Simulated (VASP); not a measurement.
CsZnSbO3: single point with PBE

The system is CsZnSbO3.

```
CELL_PARAMETERS angstrom
4.40209 -3.14004 0.01955
4.40209 3.14004 0.01955
-2.19893 0.00000 4.95200
ATOMIC_POSITIONS crystal
Cs 0.31408 0.31408 0.65863
Zn 0.88574 0.88574 0.08660
Sb 0.63612 0.63612 0.33643
O 0.24178 0.71282 0.25966
O 0.71282 0.24178 0.25966
O 0.71323 0.71323 0.73016
```

The cell was generated, and may not be a known phase.

| Quantity | Value |
| --- | --- |
| Program | VASP 6.6.1 |
| Task | single point |
| Functional | PBE |
| Potentials or basis | VASP PAW PBE potentials, release 64 (Cs_sv, Zn, Sb, O) |
| Cutoff | 520 eV |
| k mesh | 6 × 6 × 6 |
| Occupations | gaussian, width 0.02 eV |
| Spin | no spin polarisation |
| Dipole correction | no |
| Further INCAR settings | ALGO = Normal; EDIFF = 1e-06; NBANDS = 31 |

| Quantity | Value |
| --- | --- |
| Pressure | 0.3 GPa |
| Largest force | 0.106 eV/Å |
| Band gap on the k mesh | 1.89 eV |

Forces in eV/Å, atoms in the order of the input:
```
Cs   0.000  0.000  0.000
Zn  -0.013  0.000  0.006
Sb   0.097  0.000 -0.043
O   -0.023 -0.021  0.023
O   -0.023  0.021  0.023
O   -0.038  0.000 -0.010
```

Stress tensor (GPa, compression positive):
```
0.13 0.00 0.12
0.00 0.37 0.00
0.12 0.00 0.31
```

Levels at points of the mesh, in eV from the valence-band top:
```csv
k point,band 20,band 21,band 22,band 23,band 24,band 25
"(0.00, 0.00, 0.00)",-1.21,-1.11,-1.11,3.05,4.55,4.56
"(0.50, 0.00, 0.00)",-1.70,-1.09,-0.98,3.21,4.67,4.84
"(0.50, 0.50, 0.00)",-1.76,-1.02,-0.37,2.78,3.74,4.46
"(0.00, 0.00, 0.50)",-1.71,-1.09,-0.99,3.21,4.66,4.85
"(0.50, 0.00, 0.50)",-1.76,-1.02,-0.37,2.78,3.74,4.47
"(0.50, 0.50, 0.50)",-1.09,-1.09,0.00,1.89,2.91,2.91
```

It took 120 s on 1 thread of AMD EPYC 9R45 (Zen 5), with other jobs on the host, peak memory 0.42 GiB.

Caveat: spin-orbit coupling is left out, which moves the levels of the heavy elements. A k mesh can miss the band edges.
